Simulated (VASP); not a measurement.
# BiTe in VASP: notebook, part 3 of 3

VASP 6.6.1.

## (5) Single point, PBEsol (strain +0.030 along x and y, +0.030 along z)

INCAR reads:

```
PREC     = Accurate       # precision mode
ENCUT    = 520            # plane-wave cutoff, eV
EDIFF    = 1E-6           # SCF threshold, eV
ISMEAR   = 0              # smearing method
SIGMA    = 0.15           # smearing width, eV
LREAL    = False          # projectors in reciprocal space
LASPH    = True           # aspherical terms in the spheres
NELM     = 80             # most SCF steps
ALGO     = Normal         # electronic algorithm
ISIF     = 2              # what is computed and relaxed
LWAVE    = False          # write WAVECAR
LCHARG   = False          # write CHGCAR
GGA      = PS             # functional
NBANDS   = 18             # bands
```

KPOINTS reads:

```
regular mesh
0
Gamma
  14 14 14
```

POSCAR reads:

```
BiTe
1.0
    0.0000000000      3.3320500000      3.3320500000
    3.3320500000      0.0000000000      3.3320500000
    3.3320500000      3.3320500000      0.0000000000
Bi Te
1 1
Direct
    0.0000000000      0.0000000000      0.0000000000
    0.5000000000      0.5000000000      0.5000000000
```

Potentials or basis: VASP PAW PBE potentials, release 64 (Bi_d, Te).

On the command line:

```console
cat potpaw_PBE.64/Bi_d/POTCAR potpaw_PBE.64/Te/POTCAR > POTCAR
mpirun -np 1 vasp_std > vasp.out
```

OUTCAR:

```text
PREC = Accurate
   ENCUT = 520
   EDIFF = 1E-6
   ISMEAR = 0
   LREAL = False
   LASPH = True
   NELM = 80
   ISIF = 2
   GGA = PS

 ion  position               nearest neighbor table
   1  0.000  0.000  0.000-   2 3.33   2 3.33   2 3.33   2 3.33   2 3.33   2 3.33
   2  0.500  0.500  0.500-   1 3.33   1 3.33   1 3.33   1 3.33   1 3.33   1 3.33

  LATTYP: Found a face centered cubic cell.
 ALAT       =     6.6641000000

  Lattice vectors:

 A1 = (   0.0000000000,   3.3320500000,   3.3320500000)
[... 690 lines left out ...]
------------------------ aborting loop because EDIFF is reached ----------------------------------------

  FORCE on cell =-STRESS in cart. coord.  units (eV):
  Direction    XX          YY          ZZ          XY          YZ          ZX
  --------------------------------------------------------------------------------------
  -------------------------------------------------------------------------------------
  Total       -2.3249823     -2.3249823     -2.3249823     -0.0000000      0.0000000      0.0000000
  in kB      -50.3460860    -50.3460860    -50.3460860     -0.0000000      0.0000000      0.0000000
  external PRESSURE =     -50.3460860 kB  Pullay stress =       0.0000000 kB

 VOLUME and BASIS-vectors are now :
 -----------------------------------------------------------------------------
  energy-cutoff  :      520.00
  volume of cell :       73.99
      direct lattice vectors                 reciprocal lattice vectors
     0.000000000  3.332050000  3.332050000    -0.150057772  0.150057772  0.150057772
     3.332050000  0.000000000  3.332050000     0.150057772 -0.150057772  0.150057772
     3.332050000  3.332050000  0.000000000     0.150057772  0.150057772 -0.150057772

 POSITION                                       TOTAL-FORCE (eV/Angst)
 -----------------------------------------------------------------------------------
      0.00000      0.00000      0.00000         0.000000      0.000000      0.000000
      3.33205      3.33205      3.33205         0.000000      0.000000     -0.000000
 -----------------------------------------------------------------------------------
    total drift:                               -0.000000      0.000000      0.000000

  FREE ENERGIE OF THE ION-ELECTRON SYSTEM (eV)
  ---------------------------------------------------
  free  energy   TOTEN  =        -7.8458477938 eV

  energy  without entropy=       -7.8279520202  energy(sigma->0) =       -7.83689991
```

stdout:

```text
POSCAR found type information on POSCAR BiTe
 POSCAR found :  2 types and       2 ions
 scaLAPACK will be used
 -----------------------------------------------------------------------------
|                                                                             |
|                                                                             |
|     You enforced a specific xc type in the INCAR file but a different       |
|     I HOPE YOU KNOW WHAT YOU ARE DOING!                                     |
|                                                                             |
 -----------------------------------------------------------------------------

 LDA part: xc-table for (Slater+PW92), standard interpolation
 POSCAR, INCAR and KPOINTS ok, starting setup
 FFT: planning ... GRIDC
 FFT: planning ... GRID_SOFT
 FFT: planning ... GRID
 WAVECAR not read
 entering main loop
```

It took 62 s on 1 thread of AMD EPYC 9R45 (Zen 5), shared host; peak memory 0.27 GiB.

What came out:

```
Free energy : -7.8458 eV
Pressure    : -5.0 GPa
```

Caveat: the cell differs from its parent crystal (strain +0.030 along x and y, +0.030 along z); the PAW data sets were made with another functional, which shifts forces and pressure a little; spin-orbit coupling is left out, which moves the levels of the heavy elements.

## (6) Single point, PBEsol (strain -0.015 along x and y, +0.000 along z)

INCAR reads:

```
SYSTEM = BiTe
PREC     = Accurate       ! precision mode
ENCUT    = 520            ! plane-wave cutoff, eV
EDIFF    = 1E-7           ! SCF threshold, eV
ISMEAR   = 0              ! smearing method
SIGMA    = 0.15           ! smearing width, eV
LREAL    = .FALSE.        ! projectors in reciprocal space
LASPH    = .TRUE.         ! aspherical terms in the spheres
NELM     = 80             ! most SCF steps
ALGO     = Normal         ! electronic algorithm
ISIF     = 2              ! what is computed and relaxed
LWAVE    = .FALSE.        ! write WAVECAR
LCHARG   = .FALSE.        ! write CHGCAR
GGA      = PS             ! functional
NBANDS   = 18             ! bands
```

KPOINTS reads:

```
regular mesh
0
G
  14 14 14
  0 0 0
```

POSCAR reads:

```
BiTe
1.0
    0.0000000000      3.1864750000      3.2350000000
    3.1864750000      0.0000000000      3.2350000000
    3.1864750000      3.1864750000      0.0000000000
Bi Te
1 1
Direct
    0.0000000000      0.0000000000      0.0000000000
    0.5000000000      0.5000000000      0.5000000000
```

Potentials or basis: VASP PAW PBE potentials, release 64 (Bi_d, Te).

On the command line:

```console
cat potpaw_PBE.64/Bi_d/POTCAR potpaw_PBE.64/Te/POTCAR > POTCAR
mpirun -np 1 vasp_std > vasp.out
```

Wall time 4.4 min (1 thread of Intel Xeon 6975P-C, shared host); peak memory 0.43 GiB.

Results (log left out):

```yaml
Free_energy: -7.9917 eV
Pressure: -0.2 GPa
```

Stress tensor (GPa, compression positive):
```
 0.21  0.00  0.00
 0.00  0.21  0.00
 0.00  0.00 -1.07
```

Levels at points of the mesh, in eV from the Fermi level:
```
           k point  band 8  band 9  band 10  band 11  band 12  band 13
(0.00, 0.00, 0.00)   -2.68   -2.68    -2.48     1.98     2.33     2.33
(0.50, 0.00, 0.00)   -1.99   -1.95    -1.59    -0.89    -0.69    -0.66
(0.50, 0.50, 0.00)   -5.85   -4.14    -4.14     2.08     3.77     3.77
(0.50, 0.00, 0.50)   -5.90   -4.27    -4.07     2.05     3.53     3.90
```

Caveat: the cell differs from its parent crystal (strain -0.015 along x and y, +0.000 along z); the PAW data sets were made with another functional, which shifts forces and pressure a little; spin-orbit coupling is left out, which moves the levels of the heavy elements.

## (7) Overview

```tsv
cell	gap on the mesh (eV)	pressure (GPa)
a = 4.438 Å, angles 60.0°, 2 atoms	none	3.5
a = 4.506 Å, angles 60.0°, 2 atoms	none	0.6
a = 4.644 Å, angles 60.0°, 2 atoms	none	-3.6
a = 4.712 Å, angles 60.0°, 2 atoms	none	-5.0
a = 4.541, b = 4.541, c = 4.506 Å, angles 60.3, 60.3, 59.5°, 2 atoms	none	-0.2
```

Alike in all rows: task single point; level PBEsol; potentials or basis VASP PAW PBE potentials, release 64 (Bi_d, Te); no spin polarisation; k mesh 14 × 14 × 14; cutoff (eV) 520; smearing gaussian 0.15 eV.

Caveats: the PAW data sets were made with another functional, which shifts forces and pressure a little; spin-orbit coupling is left out, which moves the levels of the heavy elements.

Total energies depend on the potentials used, so only differences within one code and one set of settings carry meaning.
